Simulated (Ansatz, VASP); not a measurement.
## BiSb3O2: VASP beside Ansatz

```xyz
6
Lattice="6.3856 0.0000 0.0000 -3.1928 5.5301 0.0000 0.0000 0.0000 3.5628" Properties=species:S:1:pos:R:3 pbc="T T T"
Sb   -1.5964    2.7651    0.0000
Sb    1.5964    2.7651    0.0000
Sb    3.1928    0.0000    0.0000
Bi    0.0000    0.0000    1.7814
O     3.1928    1.8434    1.7814
O     0.0000    3.6868    1.7814
```

Change from the starting cell: species swapped into the DyB2Rh3 type (P6/mmm, No. 191).

Alike in both runs: functional PBE; k mesh 3 × 3 × 4; occupations gaussian, width 0.1 eV; no spin polarisation.

Ansatz relaxed the structure, and its values are those at the end. VASP's run is a single point on that final structure, the one shown.

|  | VASP | Ansatz |
| --- | --- | --- |
| version | VASP 6.6.1 | Ansatz 0.2.0 |
| potentials or method | VASP PAW PBE potentials, release 64 (Sb, Bi_d, O), cutoff 520 eV | scalar-relativistic, plane waves, PAW |
| valence electrons in the cell | 42 | 72 |

VASP gave:

- gap on the k mesh at the Fermi level (eV): none
- pressure (GPa): -0.6

Task: Which values does Ansatz return?

Result: gap on the k mesh at the Fermi level (eV): none; pressure (GPa): -0.1.

A gap of «none» marks a metal or a gap that the smearing closes. VASP's potentials hold 42 valence electrons a cell and Ansatz's 72, so a difference there can come from the potentials and not from the codes.

The k mesh is coarse, so the values compare programs but aren't converged. Neither program's run includes spin-orbit coupling.
